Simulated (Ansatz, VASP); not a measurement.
**One calculation of Zr2N, two programs**

```xyz
6
Lattice="5.4130 0.0000 0.0000 0.0000 5.4130 0.0000 0.0000 0.0000 3.3078" Properties=species:S:1:pos:R:3 pbc="T T T"
Zr    1.6029    1.6029    0.0000
Zr    3.8101    3.8101    0.0000
Zr    4.3094    1.1036    1.6539
Zr    1.1036    4.3094    1.6539
N     0.0000    0.0000    0.0000
N     2.7065    2.7065    1.6539
```

Alike in both runs: task relaxation of cell and atoms; functional r2SCAN; k mesh 1 × 1 × 1; occupations gaussian, width 0.1 eV; no spin polarisation.

|  | VASP | Ansatz |
| --- | --- | --- |
| version | VASP 6.6.1 | Ansatz 0.2.0 |
| potentials or method | VASP PAW PBE potentials, release 64 (Zr_sv, N), cutoff 600 eV | scalar-relativistic, plane waves, PAW |
| valence electrons in the cell | 58 | 58 |

```tsv
	VASP	Ansatz	Ansatz less VASP
gap on the k mesh at the Fermi level, each at its own relaxed structure (eV)	0.74	0.76	+0.021
relaxed volume (Å³/atom)	15.18	15.16	-0.022
relaxed cell length with the largest relative difference (Å)	4.844	4.841	-0.0031
```

VASP's potentials were made for PBE, not for r2SCAN.

The k mesh is coarse, so the values compare programs but aren't converged.
